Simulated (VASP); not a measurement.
A run of VASP 6.6.1 is set up as follows.

INCAR

```
SYSTEM = RbBr
PREC = Accurate
ENCUT = 600
EDIFF = 1E-8
ISMEAR = 0
SIGMA = 0.01
LREAL = .FALSE.
LASPH = .TRUE.
NELM = 80
ALGO = Normal
ISIF = 3
LWAVE = .FALSE.
LCHARG = .TRUE.
GGA = PS
IBRION = 6
NFREE = 2
POTIM = 0.015
NSW = 1
```

File KPOINTS:

```
Automatic mesh
0
G
  6 6 6
  0 0 0
```

Contents of POSCAR:

```
RbBr
1.0
    0.0000000000      3.3013120776      3.3013120776
    3.3013120776      0.0000000000      3.3013120776
    3.3013120776      3.3013120776      0.0000000000
Rb Br
1 1
Direct
    0.0000000000      0.0000000000      0.0000000000
    0.5000000000      0.5000000000      0.5000000000
```

Potentials or basis: VASP PAW PBE potentials, release 64 (Rb_sv, Br).

Run with:

```console
$ cat potpaw_PBE.64/Rb_sv/POTCAR potpaw_PBE.64/Br/POTCAR > POTCAR
$ mpirun -np 1 vasp_std > vasp.out
```

(1) What does it give for the elastic constants C11, C12, C44?

(2) What does it give for the Voigt bulk modulus?

(3) What does it give for the highest phonon frequency at Γ, LO-TO splitting left out?

Answers

(1) 57, 4, 3 GPa.

(2) 22 GPa.

(3) 110 cm⁻¹.

Caveat: the cell is under stress, which shifts elastic constants; the PAW data sets were made with another functional, which shifts forces and pressure a little.
